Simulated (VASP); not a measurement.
Write the native input for VASP 6.6.1 that does the following.

| Property | Result |
| --- | --- |
| Task | single point |
| Functional | PBEsol |
| Potentials or basis | VASP PAW PBE potentials, release 64 (Si, Mo_sv) |
| Cutoff | 520 eV |
| k mesh | 15 × 15 × 3 |
| Occupations | gaussian, width 0.15 eV |
| Spin | no spin polarisation |
| Dipole correction | no |
| Further INCAR settings | ALGO = Fast; EDIFF = 1e-06; NBANDS = 56 |

The structure of Si2Mo lies in POSCAR:

```
Si2Mo
1.0
   -3.1900701689      0.0000000000      0.0000000000
    0.0000000000     -3.1900701689      0.0000000000
   -0.7975175422      0.7975175422     15.6427680287
Si Mo
8 4
Direct
   -0.0106324581      0.0106324581      0.0425298324
    0.3018675419      0.6981324581      0.7925298324
   -0.1356324581      0.1356324581      0.5425298324
    0.4268675419      0.5731324581      0.2925298324
   -0.0518675419      0.0518675419      0.2074701676
    0.2606324581      0.7393675419      0.9574701676
   -0.1768675419      0.1768675419      0.7074701676
    0.3856324581      0.6143675419      0.4574701676
    0.3437500000      0.6562500000      0.6250000000
    0.9062500000      1.0937500000      0.3750000000
    0.4687500000      0.5312500000      0.1250000000
    0.7812500000      1.2187500000      0.8750000000
```

This cell differs from its parent crystal: the part above a cut slid along it.

The input as run:

INCAR

```
SYSTEM = Si2Mo
PREC     = Accurate       ! precision mode
ENCUT    = 520            ! plane-wave cutoff, eV
EDIFF    = 1E-6           ! SCF threshold, eV
ISMEAR   = 0              ! smearing method
SIGMA    = 0.15           ! smearing width, eV
LREAL    = .FALSE.        ! projectors in reciprocal space
LASPH    = .TRUE.         ! aspherical terms in the spheres
NELM     = 100            ! most SCF steps
ALGO     = Fast           ! electronic algorithm
ISIF     = 2              ! what is computed and relaxed
LWAVE    = .FALSE.        ! write WAVECAR
LCHARG   = .TRUE.         ! write CHGCAR
GGA      = PS             ! functional
LELF     = .TRUE.         ! ELF
LVHAR    = .TRUE.       
NBANDS   = 56             ! bands
```

KPOINTS

```
regular mesh
0
G
  15 15 3
  0 0 0
```

Potentials or basis: VASP PAW PBE potentials, release 64 (Si, Mo_sv).

Launch:

```sh
$ cat potpaw_PBE.64/Si/POTCAR potpaw_PBE.64/Mo_sv/POTCAR > POTCAR
$ mpirun -np 1 vasp_std > vasp.out
```

Results of the run:

```
Pressure               : 10.3 GPa
Largest force          : 17.948 eV/Å
Band gap on the k mesh : zero (bands 44 and 45 overlap by 0.79 eV)
```

Caveat: the cell differs from its parent crystal (the part above a cut slid along it); the stress differs along the axes, from 6 to 18 GPa; the PAW data sets were made with another functional, which shifts forces and pressure a little.

Run time: 29 min on 1 thread of Oxide Virtual Turin-like Processor, with other jobs on the host, peak memory 1.1 GiB.
